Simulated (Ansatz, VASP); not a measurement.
One calculation of Cl, two programs

POSCAR

```
Cl
1.0
    3.3900381429     -2.1522106282      0.0000000000
    3.3900381429      2.1522106282      0.0000000000
    0.0000000000      0.0000000000      8.5837792568
Cl
4
Direct
    0.8804188760      0.1195811240      0.1058368649
    0.6195811240      0.3804188760      0.6058368649
    0.1195811240      0.8804188760      0.8941631351
    0.3804188760      0.6195811240      0.3941631351
```

INCAR.step1

```
SYSTEM = Cl
ALGO = Normal
EDIFF = 1E-4
ENCUT = 520
GGA = PE
ISMEAR = -1
LASPH = .True.
LCHARG = .False.
LREAL = .False.
LWAVE = .True.
NBANDS = 22
NELM = 60
PREC = Accurate
SIGMA = 0.05
```

The input INCAR.step2:

```
SYSTEM = Cl
ALGO = Normal
EDIFF = 1E-6
ENCUT = 520
ISIF = 2
ISMEAR = -1
ISTART = 1
LASPH = .True.
LCHARG = .True.
LELF = .True.
LMIXTAU = .True.
LREAL = .False.
LVHAR = .True.
LWAVE = .False.
METAGGA = R2SCAN
NBANDS = 22
NELM = 60
PREC = Accurate
SIGMA = 0.05
```

The input KPOINTS:

```
k-points
0
Gamma
  8 8 4
  0 0 0
```

Input for Ansatz:

```yaml
crystal:
  lattice:
    - [3.3900381429, -2.1522106282, 0.0]
    - [3.3900381429, 2.1522106282, 0.0]
    - [0.0, 0.0, 8.5837792568]
  atoms:
    - { symbol: Cl, position: [0.880418876, 0.119581124, 0.1058368649] }
    - { symbol: Cl, position: [0.619581124, 0.380418876, 0.6058368649] }
    - { symbol: Cl, position: [0.119581124, 0.880418876, 0.8941631351] }
    - { symbol: Cl, position: [0.380418876, 0.619581124, 0.3941631351] }
hamiltonian:
  xc: r2scan
  pseudopotentials:
    kind: paw
    azcp:
      Cl: "pseudopotentials/Cl.paw.azcp"
basis:
  ecutwfc: 500
  fft_grid_basis: typed
kpoints:
  mp_grid: { grid: [8, 8, 4], shift: [0, 0, 0] }
magnetization:
  spin_polarized: false
scf:
  occupations: { method: fermi_dirac, width: 0.05 }
  lower_state_search: "off"
output:
  stress: true
  write_density: true
  write_potential: true
  elf: true
  volumetric_format: npy
```

Alike in both runs: task single point; functional r2SCAN; k mesh 8 × 8 × 4; occupations fermi-dirac, width 0.05 eV; no spin polarisation.

```csv
,VASP,Ansatz
version,VASP 6.6.1,Ansatz 0.2.0
potentials or method,"VASP PAW PBE potentials, release 64 (Cl), cutoff 520 eV","plane waves (500 eV) with PAW, scalar-relativistic"
valence electrons in the cell,28,28
```

|  | VASP | Ansatz | Ansatz less VASP |
| --- | --- | --- | --- |
| gap on the k mesh at the Fermi level (eV) | 2.28 | 2.26 | -0.022 |
| pressure (GPa) | -3.1 | -2.8 | +0.33 |
| traceless stress, the component that is largest in VASP (GPa) | -3.26 | -2.95 | +0.313 |

VASP's potentials were made for PBE, not for r2SCAN.
